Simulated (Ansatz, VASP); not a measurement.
**One calculation of AlNi, two programs**

INCAR

```
  PREC = Accurate
  ENCUT = 600
  EDIFF = 1E-6
  ISMEAR = 0
  SIGMA = 0.1
  LREAL = F
  LASPH = T
  NELM = 60
  ALGO = Fast
  ISIF = 3
  LWAVE = F
  LCHARG = F
  GGA = CA
  IBRION = 2
  NSW = 80
  EDIFFG = -0.01
```

KPOINTS

```
regular mesh
0
Gamma
  16 16 14
```

The input POSCAR:

```
AlNi
1.0
    1.9386940000     -1.9531901500      0.0000000000
    1.9386940000      1.9531901500      0.0000000000
    0.0000000000      0.0000000000      3.0994300413
Al Ni
1 1
Direct
    0.0000000000      0.0000000000      0.0000000000
    0.5000000000      0.5000000000      0.5000000000
```

Input for Ansatz:

```yaml
crystal:
  lattice:
    - [1.938694, -1.95319015, 0.0]
    - [1.938694, 1.95319015, 0.0]
    - [0.0, 0.0, 3.0994300413]
  atoms:
    - { symbol: Al, position: [0.0, 0.0, 0.0] }
    - { symbol: Ni, position: [0.5, 0.5, 0.5] }
basis:
  ecutwfc: 420
kpoints:
  mp_grid: { grid: [16, 16, 14] }
hamiltonian:
  xc: lda
scf:
  occupations: { method: gaussian, width: 0.1 }
output:
  forces: true
  stress: true
  eigenvalues: true
relax:
  adjacent_minimum: "off"
  f_tol: 0.01
  max_steps: 60
  cell: { stress_tol: 0.05 }
```

Alike in both runs: task relaxation of cell and atoms; functional LDA; k mesh 16 × 16 × 14; occupations gaussian, width 0.1 eV; no spin polarisation.

```csv
,VASP,Ansatz
version,VASP 6.6.1,Ansatz 0.2.0
potentials or method,"VASP PAW LDA potentials, release 64 (Al, Ni), cutoff 600 eV","scalar-relativistic, plane waves, PAW"
valence electrons in the cell,13,21
```

```csv
,VASP,Ansatz,Ansatz less VASP
"gap on the k mesh at the Fermi level, each at its own relaxed structure (eV)",none,none,-
relaxed volume (Å³/atom),11.38,11.36,-0.018
relaxed cell length with the largest relative difference (Å),2.842,2.840,-0.0025
```

LDA's correlation is that of Perdew and Zunger in VASP and of Perdew and Wang (1992) in Ansatz. A gap of «none» marks a metal or a gap that the smearing closes. VASP's potentials hold 13 valence electrons a cell and Ansatz's 21, so a difference there can come from the potentials and not from the codes.
